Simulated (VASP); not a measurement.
Here is a VASP 6.6.1 calculation.

POSCAR

```
PbS
1.0
    3.6351320118      0.0000000000      0.0000000000
    0.0000000000      3.6351320118      0.0000000000
    0.0000000000      0.0000000000      3.6351320118
Pb S
1 1
Direct
    0.0000000000      0.0000000000      0.0000000000
    0.5000000000      0.5000000000      0.5000000000
```

The input INCAR.step1:

```
SYSTEM = PbS
ALGO     = Normal         ! electronic algorithm
EDIFF    = 1E-4           ! SCF threshold, eV
ENCUT    = 520            ! plane-wave cutoff, eV
GGA      = PE             ! functional
ISMEAR   = 0              ! smearing method
LASPH    = .TRUE.         ! aspherical terms in the spheres
LCHARG   = .FALSE.        ! write CHGCAR
LREAL    = .FALSE.        ! projectors in reciprocal space
LWAVE    = .TRUE.         ! write WAVECAR
NBANDS   = 17             ! bands
NELM     = 60             ! most SCF steps
PREC     = Accurate       ! precision mode
SIGMA    = 0.2            ! smearing width, eV
```

The input INCAR.step2:

```
SYSTEM = PbS
ALGO     = Normal         ! electronic algorithm
EDIFF    = 1E-7           ! SCF threshold, eV
ENCUT    = 520            ! plane-wave cutoff, eV
ISIF     = 2              ! what is computed and relaxed
ISMEAR   = 0              ! smearing method
ISTART   = 1            
LASPH    = .TRUE.         ! aspherical terms in the spheres
LCHARG   = .TRUE.         ! write CHGCAR
LELF     = .TRUE.         ! ELF
LMIXTAU  = .TRUE.       
LREAL    = .FALSE.        ! projectors in reciprocal space
LVHAR    = .TRUE.       
LWAVE    = .FALSE.        ! write WAVECAR
METAGGA  = R2SCAN         ! meta-GGA
NBANDS   = 17             ! bands
NELM     = 60             ! most SCF steps
PREC     = Accurate       ! precision mode
SIGMA    = 0.2            ! smearing width, eV
```

The input KPOINTS:

```
k-points
0
G
  6 6 6
  0 0 0
```

Potentials or basis: VASP PAW PBE potentials, release 64 (Pb_d, S).

The run is started by

```sh
$ cat potpaw_PBE.64/Pb_d/POTCAR potpaw_PBE.64/S/POTCAR > POTCAR
$ cp INCAR.step1 INCAR
$ mpirun -np 1 vasp_std > vasp.out
$ cp INCAR.step2 INCAR
$ mpirun -np 1 vasp_std > vasp.out
```

(1) What does it give for the pressure?

(2) Estimate the band gap on the k mesh.

Results:

(1) 0.0 GPa.

(2) zero (bands 10 and 11 overlap by 0.31 eV).

Caveat: the structure was generated, so it needn't be the stable form of PbS; semilocal functionals underestimate gaps, and a narrow one can read as zero; the PAW data sets were made with another functional, which shifts forces and pressure a little; spin-orbit coupling is left out, which moves the levels of the heavy elements.
